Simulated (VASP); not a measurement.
A run of VASP 6.6.1 is set up as follows.

INCAR

```
SYSTEM = CaPtCl6
ALGO = Normal ; EDIFF = 1E-7
ENCUT = 520 ; GGA = PE
ISIF = 2 ; ISMEAR = 0
LASPH = .True. ; LCHARG = .True.
LELF = .True. ; LREAL = .False.
LVHAR = .True. ; LWAVE = .False.
NBANDS = 41 ; NELM = 80
PREC = Accurate ; SIGMA = 0.1
```

KPOINTS

```
k-points
0
Gamma
  2 2 2
  0 0 0
```

Contents of POSCAR:

```
CaPtCl6
1.0
    0.0005899202      4.4999888801      4.5106208270
    4.5017900927     -0.0050112771      4.5161436614
    4.8611993654      4.8612628500     -0.3561124239
Ca Pt Cl
1 1 6
Direct
    0.4999658507      0.5000607655      0.4999888005
    0.0000194610     -0.0000156232     -0.0000009853
    0.6100646839      0.2122076817      0.2329302391
    0.3899304852      0.7876439843      0.7671709583
    0.2122035623      0.9445889285      0.2328798730
    0.7878706753      0.0554997926      0.7670334521
    0.0549169131      0.3889139796      0.7678122059
    0.9450283685      0.6111004909      0.2321854566
```

Potentials or basis: VASP PAW PBE potentials, release 64 (Ca_sv, Pt, Cl).

Command:

```console
$ cat potpaw_PBE.64/Ca_sv/POTCAR potpaw_PBE.64/Pt/POTCAR potpaw_PBE.64/Cl/POTCAR > POTCAR
$ mpirun -np 1 vasp_std > vasp.out
```

Question: What does it give for the pressure?

Answer: -0.1 GPa.

Question: Estimate the largest force.

Answer: 0.053 eV/Å.

Question: Estimate the band gap on the k mesh.

Answer: 1.67 eV (least direct gap 1.71 eV).

Forces in eV/Å, atoms in the order of the input:
```
Ca  -0.001  0.000 -0.001
Pt   0.002 -0.002 -0.001
Cl  -0.050 -0.001  0.017
Cl   0.050  0.002 -0.015
Cl  -0.015 -0.048  0.004
Cl   0.014  0.048 -0.005
Cl   0.002  0.014 -0.031
Cl  -0.002 -0.013  0.032
```

Caveat: the k points lie up to 0.60 Å⁻¹ apart; spin-orbit coupling is left out, which moves the levels of the heavy elements. A k mesh can miss the band edges.
